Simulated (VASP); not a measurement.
Rh:

```
CELL_PARAMETERS angstrom
2.69174 0.00000 0.00000
-1.34587 2.33112 0.00000
0.00000 0.00000 8.79807
ATOMIC_POSITIONS crystal
Rh 0.00000 0.00000 0.00000
Rh 0.33333 0.66667 0.25000
Rh 0.00000 0.00000 0.50000
Rh 0.66667 0.33333 0.75000
```

This isn't the form of Rh at room conditions, which is fcc.

| Quantity | Value |
| --- | --- |
| Program | VASP 6.6.1 |
| Task | relaxation of cell and atoms |
| Functional | PBE |
| Potentials or basis | VASP PAW PBE potentials, release 64 (Rh_pv) |
| Cutoff | 600 eV |
| k mesh | 9 × 9 × 2 |
| Occupations | gaussian, width 0.1 eV |
| Spin | no spin polarisation |

At the start: pressure 5.1 GPa; volume 13.80 Å³/atom.

Problem. How do energy, volume and symmetry change on relaxing?

Solution. Over 5 steps the energy falls by 4.4 meV/atom and the volume is 14.06 Å³/atom (+1.9 %); space group P6_3/mmc (No. 194, to 0.1 Å) before and after.

Step by step:
```csv
step,energy change (eV),largest force (eV/Å),pressure (GPa),volume (Å³)
1,0.0000,0.0000,5.12,55.21
2,0.0661,0.0000,-10.09,58.80
3,-0.0173,0.0000,-0.16,56.30
4,-0.0174,0.0000,-0.07,56.28
5,-0.0177,0.0000,0.05,56.25
```

Final structure:
```yaml
crystal:
  lattice:
    - [2.71435, 0.00000, 0.00000]
    - [-1.35718, 2.35070, 0.00000]
    - [0.00000, 0.00000, 8.81607]
  atoms:
    - { symbol: Rh, position: [0.00000, 0.00000, 0.00000] }
    - { symbol: Rh, position: [0.33333, 0.66667, 0.25000] }
    - { symbol: Rh, position: [0.00000, 0.00000, 0.50000] }
    - { symbol: Rh, position: [0.66667, 0.33333, 0.75000] }
```
